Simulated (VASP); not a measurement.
# Ba (Im-3m) in VASP: notebook

Ba is run at these levels: revPBE; tasks: single point, relaxation of cell and atoms.

All numbers are computed with VASP 6.6.1; they aren't measurements. Logs are shortened: lines on timing, memory, paths and dates and some standing lists are left out, and cuts for length are marked.

## Step 1: The cell of the first run

Symmetry: Im-3m, No. 229, cubic system. The conventional cell has a = 4.906 Å, b = 4.906 Å, c = 4.906 Å, α = 90.00°, β = 90.00°, γ = 90.00°. Ba (site symmetry m-3m) has 14 Ba at 4.25 to 4.91 Å within 5.6 Å.

## Step 2: Single point, revPBE (59.06 Å³/atom)

Contents of INCAR:

```
SYSTEM = Ba
ALGO = Normal
EDIFF = 1E-6
ENCUT = 520
GGA = RE
ISIF = 2
ISMEAR = -1
LASPH = .TRUE.
LCHARG = .TRUE.
LELF = .TRUE.
LREAL = .FALSE.
LVHAR = .TRUE.
LWAVE = .FALSE.
NBANDS = 11
NELM = 100
PREC = Accurate
SIGMA = 0.1
```

Contents of KPOINTS:

```
k-points
0
G
  14 14 14
  0 0 0
```

Contents of POSCAR:

```
Ba
1.0
   -2.4532130388      2.4532130388      2.4532130388
    2.4532130388     -2.4532130388      2.4532130388
    2.4532130388      2.4532130388     -2.4532130388
Ba
1
Direct
    0.0000000000      0.0000000000      0.0000000000
```

Potentials or basis: VASP PAW PBE potentials, release 64 (Ba_sv).

Launch:

```bash
$ cat potpaw_PBE.64/Ba_sv/POTCAR > POTCAR
$ mpirun -np 1 vasp_std > vasp.out
```

OUTCAR:

```text
SYSTEM = Ba
   EDIFF = 1E-6
   ENCUT = 520
   GGA = RE
   ISIF = 2
   ISMEAR = -1
   LASPH = .TRUE.
   LREAL = .FALSE.
   NELM = 100
   PREC = Accurate

 ion  position               nearest neighbor table
   1  0.000  0.000  0.000-

  LATTYP: Found a body centered cubic cell.
 ALAT       =     4.9064260776

  Lattice vectors:

 A1 = (  -2.4532130388,   2.4532130388,   2.4532130388)
 A2 = (   2.4532130388,  -2.4532130388,   2.4532130388)
 A3 = (   2.4532130388,   2.4532130388,  -2.4532130388)

Analysis of symmetry for initial positions (statically):
=====================================================================
 Subroutine PRICEL returns:
 Original cell was already a primitive cell.

 Routine SETGRP: Setting up the symmetry group for a
 body centered cubic supercell.

 Subroutine GETGRP returns: Found 48 space group operations
 (whereof 48 operations were pure point group operations)
 out of a pool of 48 trial point group operations.

The static configuration has the point symmetry O_h .

Analysis of symmetry for dynamics (positions and initial velocities):
=====================================================================
 Subroutine PRICEL returns:
 Original cell was already a primitive cell.

 Routine SETGRP: Setting up the symmetry group for a
 body centered cubic supercell.

 Subroutine GETGRP returns: Found 48 space group operations
 (whereof 48 operations were pure point group operations)
 out of a pool of 48 trial point group operations.

The dynamic configuration has the point symmetry O_h .

 Subroutine INISYM returns: Found 48 space group operations
 (whereof 48 operations are pure point group operations),
 and found     1 'primitive' translations

----------------------------------------------------------------------------------------

                                     Primitive cell

  volume of cell :      59.0562

  direct lattice vectors                    reciprocal lattice vectors
    -2.453213039  2.453213039  2.453213039     0.000000000  0.203814341  0.203814341
     2.453213039 -2.453213039  2.453213039     0.203814341  0.000000000  0.203814341
     2.453213039  2.453213039 -2.453213039     0.203814341  0.203814341  0.000000000

  length of vectors
     4.249089625  4.249089625  4.249089625     0.288237006  0.288237006  0.288237006

  position of ions in fractional coordinates (direct lattice)
     0.000000000  0.000000000  0.000000000

  ion indices of the primitive-cell ions
   primitive index   ion index
                 1           1

----------------------------------------------------------------------------------------

 KPOINTS: k-points

Automatic generation of k-mesh.
 Grid dimensions read from file:
 generate k-points for:   14   14   14

 Generating k-lattice:

  Cartesian coordinates                     Fractional coordinates (reciprocal lattice)
     0.000000000  0.014558167  0.014558167     0.071428571  0.000000000  0.000000000
     0.014558167  0.000000000  0.014558167     0.000000000  0.071428571  0.000000000
     0.014558167  0.014558167  0.000000000     0.000000000  0.000000000  0.071428571

  Length of vectors
     0.020588358  0.020588358  0.020588358

  Shift w.r.t. Gamma in fractional coordinates (k-lattice)
     0.000000000  0.000000000  0.000000000

 Subroutine IBZKPT returns following result:
 ===========================================

 Found    104 irreducible k-points:

 Following reciprocal coordinates:
            Coordinates               Weight
  0.000000  0.000000  0.000000      1.000000
  0.071429  0.000000  0.000000     12.000000
  0.142857  0.000000  0.000000     12.000000
  0.214286  0.000000  0.000000     12.000000
  0.285714  0.000000  0.000000     12.000000
  0.357143  0.000000  0.000000     12.000000
[... 16 lines left out ...]
  0.285714  0.285714  0.000000     24.000000
  0.357143  0.285714  0.000000     24.000000
 [... further k-points ...]
   k-points           NKPTS =    104   k-points in BZ     NKDIM =    104   number of bands    NBANDS=     11
   number of dos      NEDOS =    301   number of ions     NIONS =      1
   total plane-waves  NPLWV =  32768
   dimension x,y,z NGX =    32 NGY =   32 NGZ =   32
   dimension x,y,z NGXF=    64 NGYF=   64 NGZF=   64
   ions per type =               1
   NGX,Y,Z   is equivalent  to a cutoff of  12.52, 12.52, 12.52 a.u.
   NGXF,Y,Z  is equivalent  to a cutoff of  25.04, 25.04, 25.04 a.u.
 SYSTEM =  Ba
   PREC   = accura    normal or accurate (medium, high low for compatibility)
   ISTART =      0    job   : 0-new  1-cont  2-samecut
   ICHARG =      2    charge: 1-file 2-atom 10-const
   ISPIN  =      1    spin polarized calculation?
   LNONCOLLINEAR =      F non collinear calculations
   LSORBIT =      F    spin-orbit coupling
   LASPH  =      T    aspherical Exc in radial PAW
   ENCUT  =  520.0 eV  38.22 Ry    6.18 a.u.   7.90  7.90  7.90*2*pi/ulx,y,z
   NELM   =    100;   NELMIN=  2; NELMDL= -5     # of ELM steps
   EDIFF  = 0.1E-05   stopping-criterion for ELM
   LREAL  =      F    real-space projection
   EDIFFG = 0.1E-04   stopping-criterion for IOM
   NSW    =      0    number of steps for IOM
   IBRION =     -1    ionic relax: 0-MD 1-quasi-New 2-CG
   NFREE  =      0    steps in history (QN), initial steepest desc. (CG)
   ISIF   =      2    stress and relaxation
   ISYM   =      2    0-nonsym 1-usesym 2-fastsym
   POTIM  = 0.5000    time-step for ionic-motion
   TEBEG  =    0.0;   TEEND  =   0.0 temperature during run
   PSTRESS=    0.0 pullay stress
   NELECT =      10.0000    total number of electrons
   NUPDOWN=      -1.0000    fix difference up-down
   EMIN   =  10.00;   EMAX   =-10.00  energy-range for DOS
   EFERMI =   0.00;   METHOD = LEGACY
   ISMEAR =    -1;   SIGMA  =   0.10  broadening in eV -4-tet -1-fermi 0-gaus
   EFERMI_NEDOS =   21; number of points for ismear=-14 and -15
   IALGO  =     38    algorithm
   IMIX   =      4    mixing-type and parameters
     AMIX     =   0.40;   BMIX     =  1.00
     AMIX_MAG =   1.60;   BMIX_MAG =  1.00
  volume/ion in A,a.u.               =      59.06       398.53
  Fermi-wavevector in a.u.,A,eV,Ry     =   0.905704  1.711532 11.160853  0.820300
  Thomas-Fermi vector in A             =   2.029304
   LORBIT       =      0    0 simple, 1 ext, 2 COOP (PROOUT), +10 PAW based schemes
   GGA     = RE    functional components
   LHFCALC =     F    Hartree Fock is set to
   AEXX    =    0.0000 exact exchange contribution
   IVDW    =     0    specifies the selected vdW correction
   LEPSILON=     F    determine dielectric tensor
   LRPA    =     F    only Hartree local field effects (RPA)
 non-spin polarized calculation
  energy-cutoff  :      520.00
  volume of cell :       59.06
 maximum number of plane-waves:      1638
   NGX = 15   NGY = 15   NGZ = 15

 number of electron      10.0000000 magnetization

 Free energy of the ion-electron system (eV)
  ---------------------------------------------------
  ext. energy  EPLUGINS =         0.00000000
  ---------------------------------------------------
  free energy    TOTEN  =        -1.70598687 eV

  energy without entropy =       -1.66333032  energy(sigma->0) =       -1.68465860

 E-fermi :   1.9608     XC(G=0):  -7.5351

 val. band max:        1.9365309691   @ k =  -0.3571   0.5000   0.2143
 cond. band min:       1.9768451032   @ k =   0.3571   0.2857   0.0000
 fundamental gap:      0.0403141341
 Fermi energy:         1.9608440439

 k-point     1 :       0.0000    0.0000    0.0000
  band No.  band energies     occupation
      1     -26.8539      2.00000
      2     -11.7735      2.00000
      3     -11.7735      2.00000
      4     -11.7735      2.00000
      5      -0.8190      2.00000
      6       3.8801      0.00000
      7       3.8801      0.00000
      8       3.8801      0.00000
      9       5.3404      0.00000
     10       5.3404      0.00000
     11       9.0616      0.00000

 k-point     2 :       0.0714    0.0000    0.0000
  band No.  band energies     occupation
      1     -26.8511      2.00000
      2     -11.8036      2.00000
      3     -11.7826      2.00000
      4     -11.7737      2.00000
      5      -0.7156      2.00000
      6       3.7926      0.00000
      7       3.8359      0.00000
      8       3.9850      0.00000
      9       5.1904      0.00000
     10       5.3317      0.00000
     11       9.1835      0.00000

 k-point     3 :       0.1429    0.0000    0.0000
  band No.  band energies     occupation
      1     -26.8432      2.00000
      2     -11.8864      2.00000
      3     -11.8078      2.00000
      4     -11.7744      2.00000
      5      -0.4219      2.00000
      6       3.5713      0.00000
      7       3.6450      0.00000
      8       4.2957      0.00000
      9       5.0014      0.00000
     10       5.3245      0.00000
     11       9.4737      0.00000

 k-point     4 :       0.2143    0.0000    0.0000
  band No.  band energies     occupation
      1     -26.8318      2.00000
      2     -12.0023      2.00000
      3     -11.8438      2.00000
      4     -11.7754      2.00000
      5       0.0098      2.00000
      6       3.2970      0.00000
      7       3.3162      0.00000
      8       4.7999      0.00000
      9       5.0254      0.00000
     10       5.3574      0.00000
     11       9.6166      0.00000

 k-point     5 :       0.2857    0.0000    0.0000
  band No.  band energies     occupation
      1     -26.8191      2.00000
      2     -12.1262      2.00000
      3     -11.8831      2.00000
      4     -11.7765      2.00000
      5       0.4803      2.00000
      6       3.0360      0.00004
      7       3.0479      0.00004
      8       5.1890      0.00000
      9       5.4602      0.00000
     10       5.4749      0.00000
     11       9.2118      0.00000

 k-point     6 :       0.3571    0.0000    0.0000
  band No.  band energies     occupation
      1     -26.8076      2.00000
      2     -12.2339      2.00000
      3     -11.9181      2.00000
      4     -11.7775      2.00000
      5       0.8387      1.99997
      6       2.8288      0.00034
      7       3.0218      0.00005
      8       5.3476      0.00000
      9       5.6376      0.00000
     10       6.2769      0.00000
     11       8.5550      0.00000

 k-point     7 :       0.4286    0.0000    0.0000
  band No.  band energies     occupation
      1     -26.7996      2.00000
      2     -12.3064      2.00000
      3     -11.9421      2.00000
      4     -11.7783      2.00000
      5       0.9953      1.99987
      6       2.6974      0.00126
      7       3.2343      0.00001
      8       5.3863      0.00000
      9       5.8472      0.00000
     10       7.0907      0.00000
     11       7.9985      0.00000

 k-point     8 :       0.5000    0.0000    0.0000
  band No.  band energies     occupation
      1     -26.7968      2.00000
      2     -12.3319      2.00000
      3     -11.9505      2.00000
      4     -11.7785      2.00000
      5       1.0267      1.99982
      6       2.6525      0.00198
      7       3.3833      0.00000
      8       5.3567      0.00000
      9       5.9565      0.00000
     10       7.5217      0.00000
     11       7.7671      0.00000
[... 141 lines left out ...]
 k-point    19 :       0.4286    0.1429    0.0000
  band No.  band energies     occupation
      1     -26.7942      2.00000
      2     -12.2967      2.00000
      3     -11.9891      2.00000
      4     -11.8141      2.00000
      5       1.3282      1.99643
      6       2.6501      0.00203
      7       3.1013      0.00002
      8       5.1844      0.00000
      9       6.0307      0.00000
     10       7.7656      0.00000
     11       8.1961      0.00000

 k-point    20 :       0.2143    0.2143    0.0000
  band No.  band energies     occupation
      1     -26.8046      2.00000
      2     -12.2024      2.00000
      3     -11.9483      2.00000
      4     -11.8229      2.00000
      5       1.1809      1.99918
      6       2.5817      0.00402
      7       2.9422      0.00011
      8       4.9965      0.00000
      9       5.8902      0.00000
     10       6.5360      0.00000
     11       8.8995      0.00000

 k-point    21 :       0.2857    0.2143    0.0000
  band No.  band energies     occupation
      1     -26.7968      2.00000
      2     -12.2383      2.00000
      3     -12.0038      2.00000
      4     -11.8306      2.00000
      5       1.5205      1.97583
      6       2.5001      0.00906
      7       2.8893      0.00019
      8       5.1726      0.00000
      9       5.8591      0.00000
     10       7.2688      0.00000
     11       8.4489      0.00000

 k-point    22 :       0.3571    0.2143    0.0000
  band No.  band energies     occupation
      1     -26.7924      2.00000
      2     -12.2535      2.00000
      3     -12.0400      2.00000
      4     -11.8338      2.00000
      5       1.6419      1.92088
      6       2.5731      0.00437
      7       2.8651      0.00024
      8       5.2468      0.00000
      9       5.9371      0.00000
     10       7.6867      0.00000
     11       8.0874      0.00000

 k-point    23 :       0.2857    0.2857    0.0000
  band No.  band energies     occupation
      1     -26.7918      2.00000
      2     -12.2229      2.00000
      3     -12.0741      2.00000
      4     -11.8404      2.00000
      5       1.8585      1.47128
      6       2.4251      0.01909
      7       2.7869      0.00052
      8       5.3827      0.00000
      9       5.7841      0.00000
     10       7.5269      0.00000
     11       8.1987      0.00000

 k-point    24 :       0.3571    0.2857    0.0000
  band No.  band energies     occupation
      1     -26.7900      2.00000
      2     -12.2015      2.00000
      3     -12.1157      2.00000
      4     -11.8433      2.00000
      5       1.9768      0.92016
      6       2.5080      0.00838
      7       2.6471      0.00209
      8       5.4972      0.00000
      9       5.8146      0.00000
     10       7.1955      0.00000
     11       8.6146      0.00000

 [... further k-points ...]
[... 5 lines left out ...]
  --------------------------------------------------------------------------------------
  -------------------------------------------------------------------------------------
  Total        0.4838246      0.4838246      0.4838246      0.0000000     -0.0000000      0.0000000
  in kB       13.1260101     13.1260101     13.1260101      0.0000000     -0.0000000      0.0000000
  external PRESSURE =      13.1260101 kB  Pullay stress =       0.0000000 kB

 VOLUME and BASIS-vectors are now :
 -----------------------------------------------------------------------------
  energy-cutoff  :      520.00
  volume of cell :       59.06
      direct lattice vectors                 reciprocal lattice vectors
    -2.453213039  2.453213039  2.453213039     0.000000000  0.203814341  0.203814341
     2.453213039 -2.453213039  2.453213039     0.203814341  0.000000000  0.203814341
     2.453213039  2.453213039 -2.453213039     0.203814341  0.203814341  0.000000000

 POSITION                                       TOTAL-FORCE (eV/Angst)
 -----------------------------------------------------------------------------------
      0.00000      0.00000      0.00000         0.000000      0.000000      0.000000
 -----------------------------------------------------------------------------------
    total drift:                                0.000000      0.000000      0.000000

  FREE ENERGIE OF THE ION-ELECTRON SYSTEM (eV)
  ---------------------------------------------------
  free  energy   TOTEN  =        -1.7059868701 eV

  energy  without entropy=       -1.6633303223  energy(sigma->0) =       -1.68465860
```

Wall time 28 s (1 thread of AMD EPYC 9R45 (Zen 5), shared host); peak memory 0.19 GiB.

What came out:

| Property | Result |
| --- | --- |
| Free energy | -1.7060 eV |
| Pressure | 1.3 GPa |
| Band gap on the k mesh | zero (bands 5 and 6 overlap by 1.12 eV) |

Caveat: the PAW data sets were made with another functional, which shifts forces and pressure a little; spin-orbit coupling is left out, which moves the levels of the heavy elements.

## Step 3: Single point, revPBE (61.74 Å³/atom)

This run uses another cell than the first one, of 61.74 Å³/atom.

Contents of INCAR:

```
SYSTEM = Ba
PREC     = Accurate       ! precision mode
ENCUT    = 520            ! plane-wave cutoff, eV
EDIFF    = 1E-6           ! SCF threshold, eV
ISMEAR   = -1             ! smearing method
SIGMA    = 0.1            ! smearing width, eV
LREAL    = .False.        ! projectors in reciprocal space
LASPH    = .True.         ! aspherical terms in the spheres
NELM     = 100            ! most SCF steps
ALGO     = Normal         ! electronic algorithm
ISIF     = 2              ! what is computed and relaxed
LWAVE    = .False.        ! write WAVECAR
LCHARG   = .True.         ! write CHGCAR
GGA      = RE             ! functional
LELF     = .True.         ! ELF
LVHAR    = .True.       
NBANDS   = 11             ! bands
```

Contents of KPOINTS:

```
regular mesh
0
Gamma
  14 14 14
  0 0 0
```

Contents of POSCAR:

```
Ba
1.0
   -2.4898335578      2.4898335578      2.4898335578
    2.4898335578     -2.4898335578      2.4898335578
    2.4898335578      2.4898335578     -2.4898335578
Ba
1
Direct
    0.0000000000      0.0000000000      0.0000000000
```

Potentials or basis: VASP PAW PBE potentials, release 64 (Ba_sv).

Launch:

```bash
$ cat potpaw_PBE.64/Ba_sv/POTCAR > POTCAR
$ mpirun -np 1 vasp_std > vasp.out
```

Run time: 27 s. Hardware: 1 thread of AMD EPYC 9R45 (Zen 5), shared host; peak memory 0.18 GiB.

Results (log left out):

```yaml
Free_energy: -1.7238 eV
Pressure: 0.8 GPa
Band_gap_on_the_k_mesh: zero (bands 5 and 6 overlap by 1.01 eV)
```

Levels at points of the mesh, in eV from the Fermi level:
```csv
k point,band 2,band 3,band 4,band 5,band 6,band 7,band 8,band 9
"(0.00, 0.00, 0.00)",-13.84,-13.84,-13.84,-2.76,1.87,1.87,1.87,3.27
"(0.50, 0.00, 0.00)",-14.32,-13.99,-13.84,-0.90,0.70,1.28,3.27,3.84
"(0.50, 0.50, 0.50)",-14.17,-14.17,-14.17,-0.59,-0.59,4.45,4.45,4.45
```

Caveat: the PAW data sets were made with another functional, which shifts forces and pressure a little; spin-orbit coupling is left out, which moves the levels of the heavy elements.

(Part 1 of 2 ends here.)
